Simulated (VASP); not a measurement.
# HBr (I4/mmm) in VASP: a series of runs

Runs on HBr. Level: PBEsol. Tasks: single point.

All numbers are computed with VASP 6.6.1; they aren't measurements. Logs are shortened: lines on timing, memory, paths and dates and some standing lists are left out, and cuts for length are marked.

### Step 1. The cell of the first run

The structure is tetragonal, space group I4/mmm (No. 139). The conventional cell has a = 5.446 Å, b = 5.446 Å, c = 3.192 Å, α = 90.00°, β = 90.00°, γ = 90.00°. Within 2.1 Å of H (site symmetry 4/mmm) lie 2 Br at 1.60 Å. Within 2.1 Å of Br (site symmetry 4/mmm) lie 2 H at 1.60 Å.

### Step 2. Single point, PBEsol (strain along c alone, the other axes held: -4.5 %)

File INCAR:

```
SYSTEM = HBr
PREC = Accurate
ENCUT = 520
EDIFF = 1E-6
ISMEAR = 0
SIGMA = 0.02
LREAL = .FALSE.
LASPH = .TRUE.
NELM = 60
ALGO = Normal
ISIF = 2
LWAVE = .FALSE.
LCHARG = .TRUE.
GGA = PS
LELF = .TRUE.
LVHAR = .TRUE.
NBANDS = 16
```

File KPOINTS:

```
regular mesh
0
G
  6 6 8
  0 0 0
```

File POSCAR:

```
HBr
1.0
    5.4459128156      0.0000000000      0.0000000000
    0.0000000000      5.4459128156      0.0000000000
    0.0000000000      0.0000000000      3.1918991552
H Br
2 2
Direct
    0.0000000000      0.0000000000      0.0000000000
    0.5000000000      0.5000000000      0.5000000000
    0.0000000000      0.0000000000      0.5000000000
    0.5000000000      0.5000000000      0.0000000000
```

Potentials or basis: VASP PAW PBE potentials, release 64 (H, Br).

Run with:

```sh
> cat potpaw_PBE.64/H/POTCAR potpaw_PBE.64/Br/POTCAR > POTCAR
> mpirun -np 1 vasp_std > vasp.out
```

OUTCAR:

```text
SYSTEM = HBr
   PREC = Accurate
   ENCUT = 520
   EDIFF = 1E-6
   ISMEAR = 0
   LREAL = .FALSE.
   LASPH = .TRUE.
   NELM = 60
   ISIF = 2
   GGA = PS

 ion  position               nearest neighbor table
   1  0.000  0.000  0.000-   3 1.60   3 1.60
   2  0.500  0.500  0.500-   4 1.60   4 1.60
   3  0.000  0.000  0.500-   1 1.60   1 1.60
   4  0.500  0.500  0.000-   2 1.60   2 1.60

  LATTYP: Found a simple tetragonal cell.
 ALAT       =     5.4459128156
 C/A-ratio  =     0.5861091177

  Lattice vectors:

 A1 = (   5.4459128156,   0.0000000000,   0.0000000000)
 A2 = (   0.0000000000,   5.4459128156,   0.0000000000)
 A3 = (   0.0000000000,   0.0000000000,   3.1918991552)

Analysis of symmetry for initial positions (statically):
=====================================================================
 Subroutine PRICEL returns following result:

  LATTYP: Found a body centered tetragonal cell.
 ALAT       =     5.4459128156
 C/A-ratio  =     0.5861091177

  Lattice vectors:

 A1 = (   2.7229564078,  -2.7229564078,  -1.5959495776)
 A2 = (  -2.7229564078,   2.7229564078,  -1.5959495776)
 A3 = (   2.7229564078,   2.7229564078,   1.5959495776)

   2 primitive cells build up your supercell.

 Routine SETGRP: Setting up the symmetry group for a
 simple tetragonal supercell.

 Subroutine GETGRP returns: Found 16 space group operations
 (whereof 16 operations were pure point group operations)
 out of a pool of 16 trial point group operations.

The static configuration has the point symmetry D_4h.

Analysis of symmetry for dynamics (positions and initial velocities):
=====================================================================
 Subroutine PRICEL returns following result:

  LATTYP: Found a body centered tetragonal cell.
 ALAT       =     5.4459128156
 C/A-ratio  =     0.5861091177

  Lattice vectors:

 A1 = (   2.7229564078,  -2.7229564078,  -1.5959495776)
 A2 = (  -2.7229564078,   2.7229564078,  -1.5959495776)
 A3 = (   2.7229564078,   2.7229564078,   1.5959495776)

   2 primitive cells build up your supercell.

 Routine SETGRP: Setting up the symmetry group for a
 simple tetragonal supercell.

 Subroutine GETGRP returns: Found 16 space group operations
 (whereof 16 operations were pure point group operations)
 out of a pool of 16 trial point group operations.

The dynamic configuration has the point symmetry D_4h.

 Subroutine INISYM returns: Found 16 space group operations
 (whereof 16 operations are pure point group operations),
 and found     2 'primitive' translations

----------------------------------------------------------------------------------------

                                     Primitive cell

  volume of cell :      47.3326

  direct lattice vectors                    reciprocal lattice vectors
     2.722956408 -2.722956408 -1.595949578     0.183623946  0.000000000 -0.313293106
    -2.722956408  2.722956408 -1.595949578     0.000000000  0.183623946 -0.313293106
     2.722956408  2.722956408  1.595949578     0.183623946  0.183623946  0.000000000

  length of vectors
     4.168457539  4.168457539  4.168457539     0.363139537  0.363139537  0.259683475

  position of ions in fractional coordinates (direct lattice)
     0.000000000  0.000000000  0.000000000
     0.500000000  0.500000000  0.000000000

  ion indices of the primitive-cell ions
   primitive index   ion index
                 1           1
                 2           3

----------------------------------------------------------------------------------------

 KPOINTS: regular mesh

Automatic generation of k-mesh.
 Grid dimensions read from file:
 generate k-points for:    6    6    8

 Generating k-lattice:

  Cartesian coordinates                     Fractional coordinates (reciprocal lattice)
     0.030603991  0.000000000  0.000000000     0.166666667  0.000000000  0.000000000
     0.000000000  0.030603991  0.000000000     0.000000000  0.166666667  0.000000000
     0.000000000  0.000000000  0.039161638     0.000000000  0.000000000  0.125000000

  Length of vectors
     0.030603991  0.030603991  0.039161638

  Shift w.r.t. Gamma in fractional coordinates (k-lattice)
     0.000000000  0.000000000  0.000000000

 Subroutine IBZKPT returns following result:
 ===========================================

 Found     50 irreducible k-points:

 Following reciprocal coordinates:
            Coordinates               Weight
  0.000000  0.000000  0.000000      1.000000
  0.166667  0.000000  0.000000      4.000000
  0.333333  0.000000  0.000000      4.000000
  0.500000  0.000000  0.000000      2.000000
  0.166667  0.166667  0.000000      4.000000
  0.333333  0.166667  0.000000      8.000000
[... 16 lines left out ...]
  0.333333  0.000000  0.250000      8.000000
  0.500000  0.000000  0.250000      4.000000
 [... further k-points ...]
   k-points           NKPTS =     50   k-points in BZ     NKDIM =     50   number of bands    NBANDS=     16
   number of dos      NEDOS =    301   number of ions     NIONS =      4
   total plane-waves  NPLWV =  42336
   dimension x,y,z NGX =    42 NGY =   42 NGZ =   24
   dimension x,y,z NGXF=    84 NGYF=   84 NGZF=   48
   ions per type =               2   2
   NGX,Y,Z   is equivalent  to a cutoff of  12.82, 12.82, 12.50 a.u.
   NGXF,Y,Z  is equivalent  to a cutoff of  25.64, 25.64, 25.00 a.u.
 SYSTEM =  HBr
   PREC   = accura    normal or accurate (medium, high low for compatibility)
   ISTART =      0    job   : 0-new  1-cont  2-samecut
   ICHARG =      2    charge: 1-file 2-atom 10-const
   ISPIN  =      1    spin polarized calculation?
   LNONCOLLINEAR =      F non collinear calculations
   LSORBIT =      F    spin-orbit coupling
   LASPH  =      T    aspherical Exc in radial PAW
   ENCUT  =  520.0 eV  38.22 Ry    6.18 a.u.  10.13 10.13  5.93*2*pi/ulx,y,z
   NELM   =     60;   NELMIN=  2; NELMDL= -5     # of ELM steps
   EDIFF  = 0.1E-05   stopping-criterion for ELM
   LREAL  =      F    real-space projection
   EDIFFG = 0.1E-04   stopping-criterion for IOM
   NSW    =      0    number of steps for IOM
   IBRION =     -1    ionic relax: 0-MD 1-quasi-New 2-CG
   NFREE  =      0    steps in history (QN), initial steepest desc. (CG)
   ISIF   =      2    stress and relaxation
   ISYM   =      2    0-nonsym 1-usesym 2-fastsym
   POTIM  = 0.5000    time-step for ionic-motion
   TEBEG  =    0.0;   TEEND  =   0.0 temperature during run
   PSTRESS=    0.0 pullay stress
   NELECT =      16.0000    total number of electrons
   NUPDOWN=      -1.0000    fix difference up-down
   EMIN   =  10.00;   EMAX   =-10.00  energy-range for DOS
   EFERMI =   0.00;   METHOD = LEGACY
   ISMEAR =     0;   SIGMA  =   0.02  broadening in eV -4-tet -1-fermi 0-gaus
   EFERMI_NEDOS =   21; number of points for ismear=-14 and -15
   IALGO  =     38    algorithm
   IMIX   =      4    mixing-type and parameters
     AMIX     =   0.40;   BMIX     =  1.00
     AMIX_MAG =   1.60;   BMIX_MAG =  1.00
  volume/ion in A,a.u.               =      23.67       159.71
  Fermi-wavevector in a.u.,A,eV,Ry     =   0.905145  1.710475 11.147074  0.819287
  Thomas-Fermi vector in A             =   2.028677
   LORBIT       =      0    0 simple, 1 ext, 2 COOP (PROOUT), +10 PAW based schemes
   GGA     = PS    functional components
   LHFCALC =     F    Hartree Fock is set to
   AEXX    =    0.0000 exact exchange contribution
   IVDW    =     0    specifies the selected vdW correction
   LEPSILON=     F    determine dielectric tensor
   LRPA    =     F    only Hartree local field effects (RPA)
 non-spin polarized calculation
 Gauss-broadening in eV      SIGMA  =   0.02
  energy-cutoff  :      520.00
  volume of cell :       94.67
 maximum number of plane-waves:      2576
 NGX is ok and might be reduce to    42
   NGX = 21   NGY = 21   NGZ = 11

 number of electron      16.0000002 magnetization

 Free energy of the ion-electron system (eV)
  ---------------------------------------------------
  ext. energy  EPLUGINS =         0.00000000
  ---------------------------------------------------
  free energy    TOTEN  =        -9.93942832 eV

  energy without entropy =       -9.93942832  energy(sigma->0) =       -9.93942832

 E-fermi :  -2.2772     XC(G=0):  -7.0168

 val. band max:       -2.4526979750   @ k =   0.5000   0.5000   0.3750
 cond. band min:      -0.5260740445   @ k =   0.0000   0.0000   0.0000
 fundamental gap:      1.9266239306
 Fermi energy:        -2.2771894127

 k-point     1 :       0.0000    0.0000    0.0000
  band No.  band energies     occupation
      1     -17.1634      2.00000
      2     -16.9352      2.00000
      3      -4.1135      2.00000
      4      -4.1135      2.00000
      5      -2.9378      2.00000
      6      -2.9378      2.00000
[... 8 lines left out ...]
     15      10.9148      0.00000
     16      13.0241      0.00000

 k-point     2 :       0.1667    0.0000    0.0000
  band No.  band energies     occupation
      1     -17.1480      2.00000
      2     -16.9503      2.00000
      3      -4.0771      2.00000
      4      -4.0469      2.00000
      5      -3.0800      2.00000
      6      -3.0326      2.00000
[... 8 lines left out ...]
     15      10.4752      0.00000
     16      11.5951      0.00000

 k-point     3 :       0.3333    0.0000    0.0000
  band No.  band energies     occupation
      1     -17.1059      2.00000
      2     -16.9917      2.00000
      3      -3.9539      2.00000
      4      -3.8581      2.00000
      5      -3.3996      2.00000
      6      -3.2767      2.00000
[... 8 lines left out ...]
     15       9.5469      0.00000
     16       9.8489      0.00000

 k-point     4 :       0.5000    0.0000    0.0000
  band No.  band energies     occupation
      1     -17.0487      2.00000
      2     -17.0487      2.00000
      3      -3.7226      2.00000
      4      -3.7226      2.00000
      5      -3.5809      2.00000
      6      -3.5809      2.00000
[... 8 lines left out ...]
     15       8.5958      0.00000
     16       8.5958      0.00000
[... 324 lines left out ...]
 k-point    22 :       0.1667    0.0000    0.2500
  band No.  band energies     occupation
      1     -16.4651      2.00000
      2     -16.2885      2.00000
      3      -7.5878      2.00000
      4      -7.4167      2.00000
      5      -3.5438      2.00000
      6      -3.5180      2.00000
[... 8 lines left out ...]
     15       8.3449      0.00000
     16       8.3540      0.00000

 k-point    23 :       0.3333    0.0000    0.2500
  band No.  band energies     occupation
      1     -16.4273      2.00000
      2     -16.3253      2.00000
      3      -7.5525      2.00000
      4      -7.4536      2.00000
      5      -3.4408      2.00000
      6      -3.3600      2.00000
[... 8 lines left out ...]
     15       8.3028      0.00000
     16       8.6835      0.00000

 k-point    24 :       0.5000    0.0000    0.2500
  band No.  band energies     occupation
      1     -16.3761      2.00000
      2     -16.3761      2.00000
      3      -7.5035      2.00000
      4      -7.5035      2.00000
      5      -3.2497      2.00000
      6      -3.2497      2.00000
[... 8 lines left out ...]
     15       9.1311      0.00000
     16       9.1311      0.00000

 [... further k-points ...]
[... 5 lines left out ...]
  --------------------------------------------------------------------------------------
  -------------------------------------------------------------------------------------
  Total       -0.0141402     -0.0141402      7.0330640      0.0000000      0.0000000      0.0000000
  in kB       -0.2393178     -0.2393178    119.0322448      0.0000000      0.0000000      0.0000000
  external PRESSURE =      39.5178698 kB  Pullay stress =       0.0000000 kB

 VOLUME and BASIS-vectors are now :
 -----------------------------------------------------------------------------
  energy-cutoff  :      520.00
  volume of cell :       94.67
      direct lattice vectors                 reciprocal lattice vectors
     5.445912816  0.000000000  0.000000000     0.183623946  0.000000000  0.000000000
     0.000000000  5.445912816  0.000000000     0.000000000  0.183623946  0.000000000
     0.000000000  0.000000000  3.191899155     0.000000000  0.000000000  0.313293106

 POSITION                                       TOTAL-FORCE (eV/Angst)
 -----------------------------------------------------------------------------------
      0.00000      0.00000      0.00000        -0.000000     -0.000000     -0.000000
      2.72296      2.72296      1.59595        -0.000000     -0.000000      0.000000
      0.00000      0.00000      1.59595        -0.000000     -0.000000     -0.000000
      2.72296      2.72296      0.00000         0.000000      0.000000     -0.000000
 -----------------------------------------------------------------------------------
    total drift:                                0.000000     -0.000000     -0.000000

  FREE ENERGIE OF THE ION-ELECTRON SYSTEM (eV)
  ---------------------------------------------------
  free  energy   TOTEN  =        -9.9394283182 eV

  energy  without entropy=       -9.9394283182  energy(sigma->0) =       -9.93942832
```

Run time: 48 s. Hardware: 1 thread of Intel Xeon Platinum 8259CL at 2.50GHz (Skylake/Cascade Lake), shared host; peak memory 0.23 GiB.

What came out:

* Free energy: -9.9394 eV
* Pressure: 4.0 GPa
* Band gap on the k mesh: 1.93 eV

Stress tensor (GPa, compression positive):
```
-0.02  0.00  0.00
 0.00 -0.02  0.00
 0.00  0.00 11.90
```

Caveat: the cell differs from its parent crystal (strain along c alone, the other axes held: -4.5 %); the PAW data sets were made with another functional, which shifts forces and pressure a little. A k mesh can miss the band edges.

### Step 3. Single point, PBEsol (strain along c alone, the other axes held: -3.0 %)

File INCAR:

```
PREC     = Accurate       # precision mode
ENCUT    = 520            # plane-wave cutoff, eV
EDIFF    = 1E-7           # SCF threshold, eV
ISMEAR   = 0              # smearing method
SIGMA    = 0.02           # smearing width, eV
LREAL    = F              # projectors in reciprocal space
LASPH    = T              # aspherical terms in the spheres
NELM     = 100            # most SCF steps
ALGO     = Normal         # electronic algorithm
ISIF     = 2              # what is computed and relaxed
LWAVE    = F              # write WAVECAR
LCHARG   = F              # write CHGCAR
GGA      = PS             # functional
NBANDS   = 16             # bands
```

File KPOINTS:

```
Automatic mesh
0
Gamma
  6 6 8
```

Changes to POSCAR since step 2:

```diff
@@ -4,3 +4,3 @@
     0.0000000000      5.4459128156      0.0000000000
-    0.0000000000      0.0000000000      3.1918991552
+    0.0000000000      0.0000000000      3.2420336969
 H Br
```

Potentials or basis: VASP PAW PBE potentials, release 64 (H, Br).

Run with:

```sh
> cat potpaw_PBE.64/H/POTCAR potpaw_PBE.64/Br/POTCAR > POTCAR
> mpirun -np 1 vasp_std > vasp.out
```

It took 48 s on 1 thread of Intel Xeon Platinum 8259CL at 2.50GHz (Skylake/Cascade Lake), shared host; peak memory 0.22 GiB.

Results (log left out):

```yaml
Free_energy: -10.0292 eV
Pressure: 2.5 GPa
Band_gap_on_the_k_mesh: 1.75 eV
```

Stress tensor (GPa, compression positive):
```
-0.02  0.00  0.00
 0.00 -0.02  0.00
 0.00  0.00  7.45
```

Levels at points of the mesh, in eV from the valence-band top:
```csv
k point,band 6,band 7,band 8,band 9,band 10,band 11
"(0.00, 0.00, 0.00)",-0.42,-0.34,-0.15,1.75,2.00,5.86
"(0.50, 0.00, 0.00)",-1.05,-0.24,-0.24,1.88,1.88,8.11
"(0.50, 0.50, 0.00)",-0.27,-0.24,-0.24,1.88,1.88,8.48
"(0.00, 0.00, 0.50)",-0.15,-0.15,-0.15,8.86,8.86,8.86
"(0.50, 0.00, 0.50)",-0.21,-0.13,-0.13,7.44,7.44,8.33
"(0.50, 0.50, 0.50)",-0.25,-0.25,-0.25,8.36,8.36,8.36
```

Caveat: the cell differs from its parent crystal (strain along c alone, the other axes held: -3.0 %); the PAW data sets were made with another functional, which shifts forces and pressure a little.

### Step 4. Single point, PBEsol

This run uses another cell than the first one, of 24.04 Å³/atom, 1.016 times its volume.

File INCAR:

```
SYSTEM = HBr
  ALGO = Normal
  EDIFF = 1E-7
  ENCUT = 520
  GGA = PS
  ISIF = 2
  ISMEAR = 0
  LASPH = .True.
  LCHARG = .True.
  LELF = .True.
  LREAL = .False.
  LVHAR = .True.
  LWAVE = .False.
  NBANDS = 16
  NELM = 80
  PREC = Accurate
  SIGMA = 0.02
```

File KPOINTS:

```
k-points
0
Gamma
  6 6 8
  0 0 0
```

POSCAR is that of step 3.

Run with:

```sh
> cat potpaw_PBE.64/H/POTCAR potpaw_PBE.64/Br/POTCAR > POTCAR
> mpirun -np 1 vasp_std > vasp.out
```

It took 46 s on 1 thread of Intel Xeon Platinum 8259CL at 2.50GHz (Skylake/Cascade Lake), shared host; peak memory 0.23 GiB.

It converged, with:

```
Free energy            : -10.0292 eV
Pressure               : 2.5 GPa
Band gap on the k mesh : 1.75 eV
```

Stress tensor (GPa, compression positive):
```
-0.02  0.00  0.00
 0.00 -0.02  0.00
 0.00  0.00  7.45
```

Levels at points of the mesh, in eV from the valence-band top:
```
           k point  band 6  band 7  band 8  band 9  band 10  band 11
(0.00, 0.00, 0.00)   -0.42   -0.34   -0.15    1.75     2.00     5.86
(0.50, 0.00, 0.00)   -1.05   -0.24   -0.24    1.88     1.88     8.11
(0.50, 0.50, 0.00)   -0.27   -0.24   -0.24    1.88     1.88     8.48
(0.00, 0.00, 0.50)   -0.15   -0.15   -0.15    8.86     8.86     8.86
(0.50, 0.00, 0.50)   -0.21   -0.13   -0.13    7.44     7.44     8.33
(0.50, 0.50, 0.50)   -0.25   -0.25   -0.25    8.36     8.36     8.36
```

Caveat: the PAW data sets were made with another functional, which shifts forces and pressure a little. A k mesh can miss the band edges.

(Continued in part 2 of 2.)
